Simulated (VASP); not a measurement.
# Rh (Fm-3m) in VASP: notebook, part 2 of 2

VASP 6.6.1.

**3. Single point, PBE**

The input, INCAR:

```
SYSTEM = Rh
ALGO = Normal
EDIFF = 1E-6
ENCUT = 520
GGA = PE
ISIF = 2
ISMEAR = -1
LASPH = .TRUE.
LCHARG = .FALSE.
LREAL = .FALSE.
LWAVE = .FALSE.
NBANDS = 14
NELM = 80
PREC = Accurate
SIGMA = 0.1
```

The input, KPOINTS:

```
k-points
0
G
  10 10 10
  0 0 0
```

The input, POSCAR:

```
Rh
1.0
    0.0000000000      1.8978500000      1.8978500000
    1.8978500000      0.0000000000      1.8978500000
    1.8978500000      1.8978500000      0.0000000000
Rh
1
Direct
    0.0000000000      0.0000000000      0.0000000000
```

Potentials or basis: VASP PAW PBE potentials, release 64 (Rh_pv).

Started as:

```sh
$ cat potpaw_PBE.64/Rh_pv/POTCAR > POTCAR
$ mpirun -np 1 vasp_std > vasp.out
```

OUTCAR:

```text
SYSTEM = Rh
   EDIFF = 1E-6
   ENCUT = 520
   GGA = PE
   ISIF = 2
   ISMEAR = -1
   LASPH = .TRUE.
   LREAL = .FALSE.
   NELM = 80
   PREC = Accurate

 ion  position               nearest neighbor table
   1  0.000  0.000  0.000-

  LATTYP: Found a face centered cubic cell.
 ALAT       =     3.7957000000

  Lattice vectors:

 A1 = (   0.0000000000,   1.8978500000,   1.8978500000)
 A2 = (   1.8978500000,   0.0000000000,   1.8978500000)
 A3 = (   1.8978500000,   1.8978500000,   0.0000000000)

Analysis of symmetry for initial positions (statically):
=====================================================================
 Subroutine PRICEL returns:
 Original cell was already a primitive cell.

 Routine SETGRP: Setting up the symmetry group for a
 face centered cubic supercell.

 Subroutine GETGRP returns: Found 48 space group operations
 (whereof 48 operations were pure point group operations)
 out of a pool of 48 trial point group operations.

The static configuration has the point symmetry O_h .

Analysis of symmetry for dynamics (positions and initial velocities):
=====================================================================
 Subroutine PRICEL returns:
 Original cell was already a primitive cell.

 Routine SETGRP: Setting up the symmetry group for a
 face centered cubic supercell.

 Subroutine GETGRP returns: Found 48 space group operations
 (whereof 48 operations were pure point group operations)
 out of a pool of 48 trial point group operations.

The dynamic configuration has the point symmetry O_h .

 Subroutine INISYM returns: Found 48 space group operations
 (whereof 48 operations are pure point group operations),
 and found     1 'primitive' translations

----------------------------------------------------------------------------------------

                                     Primitive cell

  volume of cell :      13.6715

  direct lattice vectors                    reciprocal lattice vectors
     0.000000000  1.897850000  1.897850000    -0.263456016  0.263456016  0.263456016
     1.897850000  0.000000000  1.897850000     0.263456016 -0.263456016  0.263456016
     1.897850000  1.897850000  0.000000000     0.263456016  0.263456016 -0.263456016

  length of vectors
     2.683965209  2.683965209  2.683965209     0.456319205  0.456319205  0.456319205

  position of ions in fractional coordinates (direct lattice)
     0.000000000  0.000000000  0.000000000

  ion indices of the primitive-cell ions
   primitive index   ion index
                 1           1

----------------------------------------------------------------------------------------

 KPOINTS: k-points

Automatic generation of k-mesh.
 Grid dimensions read from file:
 generate k-points for:   10   10   10

 Generating k-lattice:

  Cartesian coordinates                     Fractional coordinates (reciprocal lattice)
    -0.026345602  0.026345602  0.026345602     0.100000000  0.000000000  0.000000000
     0.026345602 -0.026345602  0.026345602     0.000000000  0.100000000  0.000000000
     0.026345602  0.026345602 -0.026345602     0.000000000  0.000000000  0.100000000

  Length of vectors
     0.045631921  0.045631921  0.045631921

  Shift w.r.t. Gamma in fractional coordinates (k-lattice)
     0.000000000  0.000000000  0.000000000

 Subroutine IBZKPT returns following result:
 ===========================================

 Found     47 irreducible k-points:

 Following reciprocal coordinates:
            Coordinates               Weight
  0.000000  0.000000  0.000000      1.000000
  0.100000  0.000000  0.000000      8.000000
  0.200000  0.000000  0.000000      8.000000
  0.300000  0.000000  0.000000      8.000000
  0.400000  0.000000  0.000000      8.000000
  0.500000  0.000000  0.000000      4.000000
[... 16 lines left out ...]
  0.300000  0.300000  0.000000      6.000000
  0.400000  0.300000  0.000000     24.000000
 [... further k-points ...]
   k-points           NKPTS =     47   k-points in BZ     NKDIM =     47   number of bands    NBANDS=     14
   number of dos      NEDOS =    301   number of ions     NIONS =      1
   total plane-waves  NPLWV =   8000
   dimension x,y,z NGX =    20 NGY =   20 NGZ =   20
   dimension x,y,z NGXF=    40 NGYF=   40 NGZF=   40
   ions per type =               1
   NGX,Y,Z   is equivalent  to a cutoff of  12.39, 12.39, 12.39 a.u.
   NGXF,Y,Z  is equivalent  to a cutoff of  24.78, 24.78, 24.78 a.u.
 SYSTEM =  Rh
   PREC   = accura    normal or accurate (medium, high low for compatibility)
   ISTART =      0    job   : 0-new  1-cont  2-samecut
   ICHARG =      2    charge: 1-file 2-atom 10-const
   ISPIN  =      1    spin polarized calculation?
   LNONCOLLINEAR =      F non collinear calculations
   LSORBIT =      F    spin-orbit coupling
   LASPH  =      T    aspherical Exc in radial PAW
   ENCUT  =  520.0 eV  38.22 Ry    6.18 a.u.   4.99  4.99  4.99*2*pi/ulx,y,z
   NELM   =     80;   NELMIN=  2; NELMDL= -5     # of ELM steps
   EDIFF  = 0.1E-05   stopping-criterion for ELM
   LREAL  =      F    real-space projection
   EDIFFG = 0.1E-04   stopping-criterion for IOM
   NSW    =      0    number of steps for IOM
   IBRION =     -1    ionic relax: 0-MD 1-quasi-New 2-CG
   NFREE  =      0    steps in history (QN), initial steepest desc. (CG)
   ISIF   =      2    stress and relaxation
   ISYM   =      2    0-nonsym 1-usesym 2-fastsym
   POTIM  = 0.5000    time-step for ionic-motion
   TEBEG  =    0.0;   TEEND  =   0.0 temperature during run
   PSTRESS=    0.0 pullay stress
   NELECT =      15.0000    total number of electrons
   NUPDOWN=      -1.0000    fix difference up-down
   EMIN   =  10.00;   EMAX   =-10.00  energy-range for DOS
   EFERMI =   0.00;   METHOD = LEGACY
   ISMEAR =    -1;   SIGMA  =   0.10  broadening in eV -4-tet -1-fermi 0-gaus
   EFERMI_NEDOS =   21; number of points for ismear=-14 and -15
   IALGO  =     38    algorithm
   IMIX   =      4    mixing-type and parameters
     AMIX     =   0.40;   BMIX     =  1.00
     AMIX_MAG =   1.60;   BMIX_MAG =  1.00
  volume/ion in A,a.u.               =      13.67        92.26
  Fermi-wavevector in a.u.,A,eV,Ry     =   1.688496  3.190795 38.790465  2.851019
  Thomas-Fermi vector in A             =   2.770792
   LORBIT       =      0    0 simple, 1 ext, 2 COOP (PROOUT), +10 PAW based schemes
   GGA     = PE    functional components
   LHFCALC =     F    Hartree Fock is set to
   AEXX    =    0.0000 exact exchange contribution
   IVDW    =     0    specifies the selected vdW correction
   LEPSILON=     F    determine dielectric tensor
   LRPA    =     F    only Hartree local field effects (RPA)
 non-spin polarized calculation
  energy-cutoff  :      520.00
  volume of cell :       13.67
 maximum number of plane-waves:       377
   NGX =  9   NGY =  9   NGZ =  9

 number of electron      15.0000007 magnetization

 Free energy of the ion-electron system (eV)
  ---------------------------------------------------
  ext. energy  EPLUGINS =         0.00000000
  ---------------------------------------------------
  free energy    TOTEN  =        -7.28209232 eV

  energy without entropy =       -7.23645769  energy(sigma->0) =       -7.25927500

 E-fermi :  12.0168     XC(G=0): -14.0686

 val. band max:       12.0014332253   @ k =  -0.3000   0.3000   0.1000
 cond. band min:      12.0338167238   @ k =   0.5000   0.4000   0.1000
 fundamental gap:      0.0323834986
 Fermi energy:        12.0167958803

 k-point     1 :       0.0000    0.0000    0.0000
  band No.  band energies     occupation
      1     -34.3853      2.00000
      2     -34.3853      2.00000
      3     -34.3853      2.00000
      4       4.0072      2.00000
      5       8.9008      2.00000
      6       8.9008      2.00000
      7       8.9008      2.00000
      8      11.0056      1.99992
      9      11.0056      1.99992
     10      27.9993      0.00000
     11      32.5133      0.00000
     12      33.4936      0.00000
     13      33.4936      0.00000
     14      33.4936      0.00000
[... 375 lines left out ...]
 k-point    24 :       0.4000    0.3000    0.0000
  band No.  band energies     occupation
      1     -34.9550      2.00000
      2     -34.6196      2.00000
      3     -34.5961      2.00000
      4       6.3634      2.00000
      5       6.6894      2.00000
      6      10.5616      2.00000
      7      11.3213      1.99809
      8      12.4924      0.01705
      9      13.4211      0.00000
     10      26.3601      0.00000
     11      28.1960      0.00000
     12      28.3081      0.00000
     13      32.5082      0.00000
     14      33.8891      0.00000

 [... further k-points ...]

------------------------ aborting loop because EDIFF is reached ----------------------------------------

  FORCE on cell =-STRESS in cart. coord.  units (eV):
  Direction    XX          YY          ZZ          XY          YZ          ZX
  --------------------------------------------------------------------------------------
  -------------------------------------------------------------------------------------
  Total        0.6738002      0.6738002      0.6738002      0.0000000      0.0000000      0.0000000
  in kB       78.9634431     78.9634431     78.9634431      0.0000000      0.0000000      0.0000000
  external PRESSURE =      78.9634431 kB  Pullay stress =       0.0000000 kB

 VOLUME and BASIS-vectors are now :
 -----------------------------------------------------------------------------
  energy-cutoff  :      520.00
  volume of cell :       13.67
      direct lattice vectors                 reciprocal lattice vectors
     0.000000000  1.897850000  1.897850000    -0.263456016  0.263456016  0.263456016
     1.897850000  0.000000000  1.897850000     0.263456016 -0.263456016  0.263456016
     1.897850000  1.897850000  0.000000000     0.263456016  0.263456016 -0.263456016

 POSITION                                       TOTAL-FORCE (eV/Angst)
 -----------------------------------------------------------------------------------
      0.00000      0.00000      0.00000        -0.000000      0.000000     -0.000000
 -----------------------------------------------------------------------------------
    total drift:                               -0.000000     -0.000000     -0.000000

  FREE ENERGIE OF THE ION-ELECTRON SYSTEM (eV)
  ---------------------------------------------------
  free  energy   TOTEN  =        -7.2820923161 eV

  energy  without entropy=       -7.2364576864  energy(sigma->0) =       -7.25927500
```

OSZICAR:

```text
N       E                     dE             d eps       ncg     rms          rms(c)
DAV:   1     0.119968461688E+03    0.11997E+03   -0.88036E+03  1316   0.114E+03
DAV:   2    -0.619209532844E+01   -0.12616E+03   -0.12058E+03  1478   0.344E+02
DAV:   3    -0.777127077652E+01   -0.15792E+01   -0.15774E+01  1580   0.418E+01
DAV:   4    -0.777700577632E+01   -0.57350E-02   -0.57344E-02  1520   0.260E+00
DAV:   5    -0.777705752454E+01   -0.51748E-04   -0.51749E-04  1550   0.215E-01    0.103E+01
DAV:   6    -0.730297000736E+01    0.47409E+00   -0.76716E-01  1406   0.123E+01    0.366E+00
DAV:   7    -0.728565033416E+01    0.17320E-01   -0.19439E-02  1478   0.169E+00    0.168E+00
DAV:   8    -0.728221643335E+01    0.34339E-02   -0.31704E-03  1418   0.756E-01    0.204E-01
DAV:   9    -0.728209268807E+01    0.12375E-03   -0.69382E-05  1418   0.113E-01    0.131E-02
DAV:  10    -0.728209231607E+01    0.37201E-06   -0.32539E-06  1484   0.229E-02
   1 F= -.72820923E+01 E0= -.72592750E+01  d E =-.456346E-01
```

stdout:

```text
POSCAR found type information on POSCAR Rh
 POSCAR found :  1 types and       1 ions
 scaLAPACK will be used
 LDA part: xc-table for (Slater+PW92), standard interpolation
 POSCAR, INCAR and KPOINTS ok, starting setup
 FFT: planning ... GRIDC
 FFT: planning ... GRID_SOFT
 FFT: planning ... GRID
 WAVECAR not read
 entering main loop
```

Wall time 9.6 s (1 thread of AMD EPYC 7R13, shared host); peak memory 0.1 GiB.

What came out:

- Free energy: -7.2821 eV
- Pressure: 7.9 GPa

Levels at points of the mesh, in eV from the Fermi level:
```tsv
k point	band 5	band 6	band 7	band 8	band 9	band 10
(0.00, 0.00, 0.00)	-3.12	-3.12	-3.12	-1.01	-1.01	15.98
(0.50, 0.00, 0.00)	-3.19	-3.19	0.56	0.56	0.72	8.69
(0.50, 0.50, 0.00)	-6.01	0.53	0.98	0.98	3.26	12.34
```

**4. Single point, PBE**

The input, INCAR:

```
PREC = Accurate
ENCUT = 520
EDIFF = 1E-6
ISMEAR = -1
SIGMA = 0.1
LREAL = False
LASPH = True
NELM = 100
ALGO = Normal
ISIF = 2
LWAVE = False
LCHARG = False
GGA = PE
NBANDS = 14
```

The input, KPOINTS:

```
regular mesh
0
Gamma
  12 12 12
```

POSCAR is that of step 3.

Started as:

```sh
$ cat potpaw_PBE.64/Rh_pv/POTCAR > POTCAR
$ mpirun -np 1 vasp_std > vasp.out
```

Run time: 12 s. Hardware: 1 thread of AMD EPYC 7R13, shared host; peak memory 0.1 GiB.

It converged, with:

| Quantity | Value |
| --- | --- |
| Free energy | -7.2710 eV |
| Pressure | 7.9 GPa |

Levels at points of the mesh, in eV from the Fermi level:
```
           k point  band 3  band 4  band 5  band 6  band 7  band 8  band 9  band 10  band 11  band 12
(0.00, 0.00, 0.00)  -46.38   -7.98   -3.09   -3.09   -3.09   -0.99   -0.99    16.02    20.51    21.51
(0.50, 0.00, 0.00)  -46.48   -6.15   -3.17   -3.17    0.59    0.59    0.75     8.72    15.52    20.51
(0.50, 0.50, 0.00)  -46.65   -6.35   -5.98    0.56    1.01    1.01    3.29    12.36    13.38    13.38
```

**5. The runs side by side**

```csv
k mesh,gap on the mesh (eV),pressure (GPa)
8 × 8 × 8,none,8.8
10 × 10 × 10,none,7.9
12 × 12 × 12,none,7.9
```

Alike in all rows: task single point; level PBE; potentials or basis VASP PAW PBE potentials, release 64 (Rh_pv); no spin polarisation; cell as given; cutoff (eV) 520; smearing fermi-dirac 0.1 eV.

Every run on the cell as given and a fine mesh finds a metal.

Total energies depend on the potentials used, so only differences within one code and one set of settings carry meaning.
